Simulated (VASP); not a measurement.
Set up this calculation in VASP 6.6.1, as the native input.

```yaml
Task: single point
Functional: PBE
Potentials_or_basis: VASP PAW PBE potentials, release 64 (Si)
Cutoff: 520 eV
k_mesh: 24 × 24 × 24
Occupations: gaussian, width 0.15 eV
Spin: no spin polarisation
Dipole_correction: no
Further_INCAR_settings: ALGO = Normal; EDIFF = 1e-06; NBANDS = 8
```

The structure of Si lies in POSCAR:

```
Si
1.0
    2.6421154114      0.0000000000      0.0000000000
   -1.3210577057      2.2881390660     -0.1144069533
    0.0000000000     -0.1248454279      2.4969085588
Si
1
Direct
    0.0000000000      0.0000000000      0.0000000000
```

This cell differs from its parent crystal: strain -0.1000 x Voigt [0, 0, 0, 1, 0, 0].

One way to write it, as run:

INCAR

```
SYSTEM = Si
  ALGO = Normal
  EDIFF = 1E-6
  ENCUT = 520
  GGA = PE
  ISIF = 2
  ISMEAR = 0
  LASPH = .TRUE.
  LCHARG = .FALSE.
  LREAL = .FALSE.
  LWAVE = .FALSE.
  NBANDS = 8
  NELM = 80
  PREC = Accurate
  SIGMA = 0.15
```

KPOINTS

```
k-points
0
G
  24 24 24
  0 0 0
```

Potentials or basis: VASP PAW PBE potentials, release 64 (Si).

Command:

```console
$ cat potpaw_PBE.64/Si/POTCAR > POTCAR
$ mpirun -np 1 vasp_std > vasp.out
```

It gave:

```
Pressure               : 0.1 GPa
Band gap on the k mesh : zero (bands 2 and 3 overlap by 11.99 eV)
```

Caveat: the cell differs from its parent crystal (strain -0.1000 x Voigt [0, 0, 0, 1, 0, 0]).

Run time: 3.5 min on 1 thread of Intel(R) Xeon(R) Platinum 8259CL CPU @ 2.50GHz (Skylake/Cascade Lake), with other jobs on the host, peak memory 0.44 GiB.
